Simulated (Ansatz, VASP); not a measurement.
**One calculation of SiGe3Ru2, two programs**

```
CELL_PARAMETERS angstrom
5.54208 0.00000 0.00000
-2.77104 4.79958 0.00000
0.00000 0.00000 3.90225
ATOMIC_POSITIONS crystal
Si 0.00000 0.00000 0.00000
Ge 0.50000 0.00000 0.50000
Ge 0.50000 0.50000 0.50000
Ge 0.00000 0.50000 0.50000
Ru 0.33333 0.66667 0.00000
Ru 0.66667 0.33333 0.00000
```

Change from the starting cell: species swapped into the ErB2Ru3 type (P6/mmm, No. 191).

Alike in both runs: functional PBE; k mesh 3 × 3 × 6; occupations gaussian, width 0.1 eV; no spin polarisation.

Ansatz relaxed the structure, and its values are those at the end. VASP's run is a single point on that final structure, the one shown.

|  | VASP | Ansatz |
| --- | --- | --- |
| version | VASP 6.6.1 | Ansatz 0.2.0 |
| potentials or method | VASP PAW PBE potentials, release 64 (Si, Ge_d, Ru_pv), cutoff 520 eV | scalar-relativistic, plane waves, PAW |
| valence electrons in the cell | 74 | 78 |

|  | VASP | Ansatz | Ansatz less VASP |
| --- | --- | --- | --- |
| gap on the k mesh at the Fermi level (eV) | none | none | - |
| pressure (GPa) | 0.1 | 0.0 | -0.11 |

A gap of «none» marks a metal or a gap that the smearing closes. VASP's potentials hold 74 valence electrons a cell and Ansatz's 78, so a difference there can come from the potentials and not from the codes.

The k mesh is coarse, so the values compare programs but aren't converged.
